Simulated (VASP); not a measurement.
# NaBeH3 (Pm-3m) in VASP: single point with LDA

Aim: the single point of NaBeH3 with LDA.

Everything below comes from runs of VASP 6.6.1. Logs are shortened: lines on timing, memory, paths and dates and some standing lists are left out, and cuts for length are marked.

### 1 The cell of the first run

It takes space group Pm-3m (No. 221, cubic). Conventional cell: a = 3.343 Å, b = 3.343 Å, c = 3.343 Å, α = 90.00°, β = 90.00°, γ = 90.00°. Na (site symmetry m-3m) has 12 H at 2.36 Å and 8 Be at 2.90 Å within 3.1 Å. Be (site symmetry m-3m) has 6 H at 1.67 Å within 2.2 Å. H (site symmetry 4/mmm) has 2 Be at 1.67 Å within 2.2 Å.

### 2 Single point, LDA

File INCAR:

```
PREC = Accurate ; ENCUT = 520
EDIFF = 1E-7 ; ISMEAR = -1
SIGMA = 0.05 ; LREAL = False
LASPH = True ; NELM = 100
ALGO = Normal ; ISIF = 2
LWAVE = False ; LCHARG = False
NBANDS = 14
```

File KPOINTS:

```
regular mesh
0
Gamma
  6 6 6
```

File POSCAR:

```
NaBeH3
1.0
    3.3428920000      0.0000000000      0.0000000000
    0.0000000000      3.3428920000      0.0000000000
    0.0000000000      0.0000000000      3.3428920000
Na Be H
1 1 3
Direct
    0.5000000000      0.5000000000      0.5000000000
    0.0000000000      0.0000000000      0.0000000000
    0.5000000000      0.0000000000      0.0000000000
    0.0000000000      0.5000000000      0.0000000000
    0.0000000000      0.0000000000      0.5000000000
```

Potentials or basis: VASP PAW LDA potentials, release 64 (Na_pv, Be, H).

Launch:

```console
> cat potpaw_LDA.64/Na_pv/POTCAR potpaw_LDA.64/Be/POTCAR potpaw_LDA.64/H/POTCAR > POTCAR
> mpirun -np 1 vasp_std > vasp.out
```

OUTCAR:

```text
PREC = Accurate
   ENCUT = 520
   EDIFF = 1E-7
   ISMEAR = -1
   LREAL = False
   LASPH = True
   NELM = 100
   ISIF = 2

 ion  position               nearest neighbor table
   1  0.500  0.500  0.500-
   2  0.000  0.000  0.000-
   3  0.500  0.000  0.000-
   4  0.000  0.500  0.000-
   5  0.000  0.000  0.500-

  LATTYP: Found a simple cubic cell.
 ALAT       =     3.3428920000

  Lattice vectors:

 A1 = (   3.3428920000,   0.0000000000,   0.0000000000)
 A2 = (   0.0000000000,   3.3428920000,   0.0000000000)
 A3 = (   0.0000000000,   0.0000000000,   3.3428920000)

Analysis of symmetry for initial positions (statically):
=====================================================================
 Subroutine PRICEL returns:
 Original cell was already a primitive cell.

 Routine SETGRP: Setting up the symmetry group for a
 simple cubic supercell.

 Subroutine GETGRP returns: Found 48 space group operations
 (whereof 48 operations were pure point group operations)
 out of a pool of 48 trial point group operations.

The static configuration has the point symmetry O_h .

Analysis of symmetry for dynamics (positions and initial velocities):
=====================================================================
 Subroutine PRICEL returns:
 Original cell was already a primitive cell.

 Routine SETGRP: Setting up the symmetry group for a
 simple cubic supercell.

 Subroutine GETGRP returns: Found 48 space group operations
 (whereof 48 operations were pure point group operations)
 out of a pool of 48 trial point group operations.

The dynamic configuration has the point symmetry O_h .

 Subroutine INISYM returns: Found 48 space group operations
 (whereof 48 operations are pure point group operations),
 and found     1 'primitive' translations

----------------------------------------------------------------------------------------

                                     Primitive cell

  volume of cell :      37.3566

  direct lattice vectors                    reciprocal lattice vectors
     3.342892000  0.000000000  0.000000000     0.299142180  0.000000000  0.000000000
     0.000000000  3.342892000  0.000000000     0.000000000  0.299142180  0.000000000
     0.000000000  0.000000000  3.342892000     0.000000000  0.000000000  0.299142180

  length of vectors
     3.342892000  3.342892000  3.342892000     0.299142180  0.299142180  0.299142180

  position of ions in fractional coordinates (direct lattice)
     0.500000000  0.500000000  0.500000000
     0.000000000  0.000000000  0.000000000
     0.500000000  0.000000000  0.000000000
     0.000000000  0.500000000  0.000000000
     0.000000000  0.000000000  0.500000000

  ion indices of the primitive-cell ions
   primitive index   ion index
                 1           1
                 2           2
                 3           3
                 4           4
                 5           5

----------------------------------------------------------------------------------------

 KPOINTS: regular mesh

Automatic generation of k-mesh.
 Grid dimensions read from file:
 generate k-points for:    6    6    6

 Generating k-lattice:

  Cartesian coordinates                     Fractional coordinates (reciprocal lattice)
     0.049857030  0.000000000  0.000000000     0.166666667  0.000000000  0.000000000
     0.000000000  0.049857030  0.000000000     0.000000000  0.166666667  0.000000000
     0.000000000  0.000000000  0.049857030     0.000000000  0.000000000  0.166666667

  Length of vectors
     0.049857030  0.049857030  0.049857030

  Shift w.r.t. Gamma in fractional coordinates (k-lattice)
     0.000000000  0.000000000  0.000000000

 Subroutine IBZKPT returns following result:
 ===========================================

 Found     20 irreducible k-points:

 Following reciprocal coordinates:
            Coordinates               Weight
  0.000000  0.000000  0.000000      1.000000
  0.166667  0.000000  0.000000      6.000000
  0.333333  0.000000  0.000000      6.000000
  0.500000  0.000000  0.000000      3.000000
  0.166667  0.166667  0.000000     12.000000
  0.333333  0.166667  0.000000     24.000000
[... 12 lines left out ...]
  0.500000  0.500000  0.333333      6.000000
  0.500000  0.500000  0.500000      1.000000
   k-points           NKPTS =     20   k-points in BZ     NKDIM =     20   number of bands    NBANDS=     14
   number of dos      NEDOS =    301   number of ions     NIONS =      5
   total plane-waves  NPLWV =  21952
   dimension x,y,z NGX =    28 NGY =   28 NGZ =   28
   dimension x,y,z NGXF=    56 NGYF=   56 NGZF=   56
   ions per type =               1   1   3
   NGX,Y,Z   is equivalent  to a cutoff of  13.92, 13.92, 13.92 a.u.
   NGXF,Y,Z  is equivalent  to a cutoff of  27.85, 27.85, 27.85 a.u.
 SYSTEM =  unknown system
   PREC   = accura    normal or accurate (medium, high low for compatibility)
   ISTART =      0    job   : 0-new  1-cont  2-samecut
   ICHARG =      2    charge: 1-file 2-atom 10-const
   ISPIN  =      1    spin polarized calculation?
   LNONCOLLINEAR =      F non collinear calculations
   LSORBIT =      F    spin-orbit coupling
   LASPH  =      T    aspherical Exc in radial PAW
   ENCUT  =  520.0 eV  38.22 Ry    6.18 a.u.   6.22  6.22  6.22*2*pi/ulx,y,z
   NELM   =    100;   NELMIN=  2; NELMDL= -5     # of ELM steps
   EDIFF  = 0.1E-06   stopping-criterion for ELM
   LREAL  =      F    real-space projection
   EDIFFG = 0.1E-05   stopping-criterion for IOM
   NSW    =      0    number of steps for IOM
   IBRION =     -1    ionic relax: 0-MD 1-quasi-New 2-CG
   NFREE  =      0    steps in history (QN), initial steepest desc. (CG)
   ISIF   =      2    stress and relaxation
   ISYM   =      2    0-nonsym 1-usesym 2-fastsym
   POTIM  = 0.5000    time-step for ionic-motion
   TEBEG  =    0.0;   TEEND  =   0.0 temperature during run
   PSTRESS=    0.0 pullay stress
   NELECT =      12.0000    total number of electrons
   NUPDOWN=      -1.0000    fix difference up-down
   EMIN   =  10.00;   EMAX   =-10.00  energy-range for DOS
   EFERMI =   0.00;   METHOD = LEGACY
   ISMEAR =    -1;   SIGMA  =   0.05  broadening in eV -4-tet -1-fermi 0-gaus
   EFERMI_NEDOS =   21; number of points for ismear=-14 and -15
   IALGO  =     38    algorithm
   IMIX   =      4    mixing-type and parameters
     AMIX     =   0.40;   BMIX     =  1.00
     AMIX_MAG =   1.60;   BMIX_MAG =  1.00
  volume/ion in A,a.u.               =       7.47        50.42
  Fermi-wavevector in a.u.,A,eV,Ry     =   1.121191  2.118744 17.103463  1.257069
  Thomas-Fermi vector in A             =   2.257843
   LORBIT       =      0    0 simple, 1 ext, 2 COOP (PROOUT), +10 PAW based schemes
   GGA     = CA    functional components
   LHFCALC =     F    Hartree Fock is set to
   AEXX    =    0.0000 exact exchange contribution
   IVDW    =     0    specifies the selected vdW correction
   LEPSILON=     F    determine dielectric tensor
   LRPA    =     F    only Hartree local field effects (RPA)
 non-spin polarized calculation
  energy-cutoff  :      520.00
  volume of cell :       37.36
 maximum number of plane-waves:      1024
 NGX is ok and might be reduce to    28
   NGX = 13   NGY = 13   NGZ = 13

 number of electron      11.9999999 magnetization

 Free energy of the ion-electron system (eV)
  ---------------------------------------------------
  ext. energy  EPLUGINS =         0.00000000
  ---------------------------------------------------
  free energy    TOTEN  =       -16.67075897 eV

  energy without entropy =      -16.67074483  energy(sigma->0) =      -16.67075190

 E-fermi :   3.0261     XC(G=0):  -9.7168

 val. band max:        2.6572433553   @ k =   0.5000   0.0000   0.0000
 cond. band min:       3.3382657950   @ k =   0.5000   0.5000   0.5000
 fundamental gap:      0.6810224396
 Fermi energy:         3.0260752633

 k-point     1 :       0.0000    0.0000    0.0000
  band No.  band energies     occupation
      1     -21.3574      2.00000
      2     -21.3574      2.00000
      3     -21.3574      2.00000
      4      -7.2009      2.00000
      5       1.9327      2.00000
      6       1.9327      2.00000
      7       5.5251      0.00000
      8       5.5251      0.00000
      9       5.5251      0.00000
     10      11.9913      0.00000
     11      17.1414      0.00000
     12      17.1414      0.00000
     13      18.3365      0.00000
     14      18.3365      0.00000

 k-point     2 :       0.1667    0.0000    0.0000
  band No.  band energies     occupation
      1     -21.3778      2.00000
      2     -21.3556      2.00000
      3     -21.3556      2.00000
      4      -6.8836      2.00000
      5       0.2222      2.00000
      6       2.0935      2.00000
      7       5.7252      0.00000
      8       5.7252      0.00000
      9       7.3465      0.00000
     10      12.4244      0.00000
     11      15.0077      0.00000
     12      15.7846      0.00000
     13      16.2154      0.00000
     14      16.2154      0.00000

 k-point     3 :       0.3333    0.0000    0.0000
  band No.  band energies     occupation
      1     -21.4184      2.00000
      2     -21.3519      2.00000
      3     -21.3519      2.00000
      4      -5.9713      2.00000
      5      -2.1502      2.00000
      6       2.4526      1.99998
      7       6.2030      0.00000
      8       6.2030      0.00000
      9       9.5950      0.00000
     10      12.7384      0.00000
     11      13.0543      0.00000
     12      13.8279      0.00000
     13      13.8279      0.00000
     14      15.4326      0.00000

 k-point     4 :       0.5000    0.0000    0.0000
  band No.  band energies     occupation
      1     -21.4385      2.00000
      2     -21.3500      2.00000
      3     -21.3500      2.00000
      4      -4.9495      2.00000
      5      -3.6872      2.00000
      6       2.6572      1.99875
      7       6.5017      0.00000
      8       6.5017      0.00000
      9      10.5522      0.00000
     10      11.8685      0.00000
     11      12.6263      0.00000
     12      12.8713      0.00000
     13      12.8713      0.00000
     14      17.7581      0.00000

 k-point     5 :       0.1667    0.1667    0.0000
  band No.  band energies     occupation
      1     -21.3773      2.00000
      2     -21.3736      2.00000
      3     -21.3538      2.00000
      4      -6.5740      2.00000
      5      -0.0638      2.00000
      6       1.0330      2.00000
      7       5.9329      0.00000
      8       6.3037      0.00000
      9       8.7622      0.00000
     10      11.7318      0.00000
     11      13.4861      0.00000
[... 208 lines left out ...]
 k-point    18 :       0.5000    0.3333    0.3333
  band No.  band energies     occupation
      1     -21.4157      2.00000
      2     -21.3970      2.00000
      3     -21.3937      2.00000
      4      -3.0674      2.00000
      5      -2.3702      2.00000
      6      -1.2955      2.00000
      7       4.3174      0.00000
      8       6.6691      0.00000
      9       7.1775      0.00000
     10       8.3500      0.00000
     11      14.3818      0.00000
     12      15.0820      0.00000
     13      17.2863      0.00000
     14      18.3845      0.00000

 k-point    19 :       0.5000    0.5000    0.3333
  band No.  band energies     occupation
      1     -21.4120      2.00000
      2     -21.4120      2.00000
      3     -21.3922      2.00000
      4      -2.1651      2.00000
      5      -2.1490      2.00000
      6      -2.1490      2.00000
      7       4.0521      0.00000
      8       6.0271      0.00000
      9       7.3967      0.00000
     10       7.3967      0.00000
     11      13.3544      0.00000
     12      16.3203      0.00000
     13      18.5755      0.00000
     14      18.5755      0.00000

 k-point    20 :       0.5000    0.5000    0.5000
  band No.  band energies     occupation
      1     -21.4083      2.00000
      2     -21.4083      2.00000
      3     -21.4083      2.00000
      4      -1.9718      2.00000
      5      -1.9718      2.00000
      6      -1.9718      2.00000
      7       3.3383      0.00388
      8       6.5597      0.00000
      9       6.5597      0.00000
     10       6.5597      0.00000
     11      12.2381      0.00000
     12      18.7268      0.00000
     13      18.7268      0.00000
     14      18.7268      0.00000

------------------------ aborting loop because EDIFF is reached ----------------------------------------

  FORCE on cell =-STRESS in cart. coord.  units (eV):
  Direction    XX          YY          ZZ          XY          YZ          ZX
  --------------------------------------------------------------------------------------
  -------------------------------------------------------------------------------------
  Total       -0.7777889     -0.7777889     -0.7777889     -0.0000000     -0.0000000      0.0000000
  in kB      -33.3584039    -33.3584039    -33.3584039     -0.0000000     -0.0000000      0.0000000
  external PRESSURE =     -33.3584039 kB  Pullay stress =       0.0000000 kB

 VOLUME and BASIS-vectors are now :
 -----------------------------------------------------------------------------
  energy-cutoff  :      520.00
  volume of cell :       37.36
      direct lattice vectors                 reciprocal lattice vectors
     3.342892000  0.000000000  0.000000000     0.299142180  0.000000000  0.000000000
     0.000000000  3.342892000  0.000000000     0.000000000  0.299142180  0.000000000
     0.000000000  0.000000000  3.342892000     0.000000000  0.000000000  0.299142180

 POSITION                                       TOTAL-FORCE (eV/Angst)
 -----------------------------------------------------------------------------------
      1.67145      1.67145      1.67145         0.000000      0.000000      0.000000
      0.00000      0.00000      0.00000         0.000000      0.000000      0.000000
      1.67145      0.00000      0.00000         0.000000      0.000000      0.000000
      0.00000      1.67145      0.00000         0.000000      0.000000      0.000000
      0.00000      0.00000      1.67145         0.000000      0.000000      0.000000
 -----------------------------------------------------------------------------------
    total drift:                                0.000000      0.000000      0.000000

  FREE ENERGIE OF THE ION-ELECTRON SYSTEM (eV)
  ---------------------------------------------------
  free  energy   TOTEN  =       -16.6707589668 eV

  energy  without entropy=      -16.6707448266  energy(sigma->0) =      -16.67075190
```

Run time: 8.7 s. Hardware: 1 thread of Intel Xeon Platinum 8488C (Sapphire Rapids), shared host; peak memory 0.13 GiB.

What came out:

- Free energy: -16.6708 eV
- Pressure: -3.3 GPa
- Band gap on the k mesh: 0.68 eV, indirect (least direct gap 3.59 eV)

Levels at points of the mesh, in eV from the valence-band top:
| k point | band 3 | band 4 | band 5 | band 6 | band 7 | band 8 | band 9 | band 10 |
| --- | --- | --- | --- | --- | --- | --- | --- | --- |
| (0.00, 0.00, 0.00) | -24.01 | -9.86 | -0.72 | -0.72 | 2.87 | 2.87 | 2.87 | 9.33 |
| (0.50, 0.00, 0.00) | -24.01 | -7.61 | -6.34 | 0.00 | 3.84 | 3.84 | 7.89 | 9.21 |
| (0.50, 0.50, 0.00) | -24.00 | -5.28 | -5.25 | -5.25 | 2.25 | 5.08 | 7.41 | 9.75 |
| (0.50, 0.50, 0.50) | -24.07 | -4.63 | -4.63 | -4.63 | 0.68 | 3.90 | 3.90 | 3.90 |

A k mesh can miss the band edges.
